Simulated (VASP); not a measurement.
Write the native input for VASP 6.6.1 that does the following.

```yaml
Task: single point
Functional: PBE
Potentials_or_basis: VASP PAW PBE potentials, release 64 (V_sv, O)
Cutoff: 600 eV
k_mesh: 6 × 10 × 6
Occupations: gaussian, width 0.02 eV
Spin: collinear spin, ferromagnetic start
Starting_moments: "[0.95, 0.95, 0.0, 0.0, 0.0, 0.0] μB"
Hubbard_terms: V d U = 3.25 eV
Dipole_correction: no
Further_INCAR_settings: ALGO = Normal; EDIFF = 1e-06; NBANDS = 38
```

The structure of VO2 lies in POSCAR:

```
VO2
1.0
    4.3816341365      0.0000000000      0.0692880225
    0.0000000000      2.9750137909      0.0000000000
   -0.0692728316      0.0000000000      4.3816343767
V O
2 4
Direct
    0.0000000000      0.0000000000      0.0000000000
    0.5000000000      0.5000000000      0.5000000000
    0.7989370446      0.5000000000      0.2010629554
    0.2010629554      0.5000000000      0.7989370446
    0.7010628746      0.0000000000      0.7010628746
    0.2989371254      0.0000000000      0.2989371254
```

One way to write it, as run:

INCAR

```
  PREC = Accurate
  ENCUT = 600
  EDIFF = 1E-6
  ISMEAR = 0
  SIGMA = 0.02
  LREAL = False
  LASPH = True
  NELM = 200
  ALGO = Normal
  ISIF = 2
  LWAVE = False
  LCHARG = False
  ISPIN = 2
  MAGMOM = 0.95 0.95 0 0 0 0
  LORBIT = 11
  LMAXMIX = 4
  LDAU = True
  LDAUTYPE = 2
  LDAUL = 2 -1
  LDAUU = 3.25 0
  LDAUJ = 0 0
  LDAUPRINT = 1
  GGA = PE
  NBANDS = 38
  GGA_COMPAT = False
```

KPOINTS

```
regular mesh
0
Gamma
  6 10 6
```

Potentials or basis: VASP PAW PBE potentials, release 64 (V_sv, O).

Run with:

```bash
$ cat potpaw_PBE.64/V_sv/POTCAR potpaw_PBE.64/O/POTCAR > POTCAR
$ mpirun -np 1 vasp_std > vasp.out
```

It gave:

| Quantity | Value |
| --- | --- |
| Pressure | 20.7 GPa |
| Largest force | 0.062 eV/Å |
| Band gap on the k mesh | 1.05 eV (least direct gap 1.28 eV) |
| Net moment | 2.00 μB per cell |
| Site moments | V +1.05; O -0.04 μB |
| Valence electrons inside the program's atomic spheres | V 11.50; O 5.10 |

Caveat: the cell stands under pressure.

Run time: 2.2 min on 1 thread of Intel(R) Xeon(R) Platinum 8488C (Sapphire Rapids), with other jobs on the host, peak memory 0.34 GiB.
